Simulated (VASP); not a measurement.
A run of VASP 6.6.1 is set up as follows.

INCAR

```
ALGO = Normal ; EDIFF = 1E-6
ENCUT = 520 ; GGA = RP
ISIF = 2 ; ISMEAR = -1
LASPH = True ; LCHARG = False
LREAL = False ; LWAVE = False
NBANDS = 9 ; NELM = 100
PREC = Accurate ; SIGMA = 0.1
```

Contents of KPOINTS:

```
k-points
0
Gamma
  12 12 12
```

The input POSCAR:

```
Be
1.0
    0.0000000000      2.4037155602      2.4037155602
    2.4037155602      0.0000000000      2.4037155602
    2.4037155602      2.4037155602      0.0000000000
Be
2
Direct
    0.1250000000      0.1250000000      0.1250000000
    0.8750000000      0.8750000000      0.8750000000
```

Potentials or basis: VASP PAW PBE potentials, release 64 (Be).

Run with:

```console
$ cat potpaw_PBE.64/Be/POTCAR > POTCAR
$ mpirun -np 1 vasp_std > vasp.out
```

(1) What does it give for the band gap on the k mesh?

(2) Estimate the pressure.

Answers

(1) zero (bands 2 and 3 overlap by 6.51 eV).

(2) 4.0 GPa.

Caveat: the cell stands under pressure; the PAW data sets were made with another functional, which shifts forces and pressure a little.
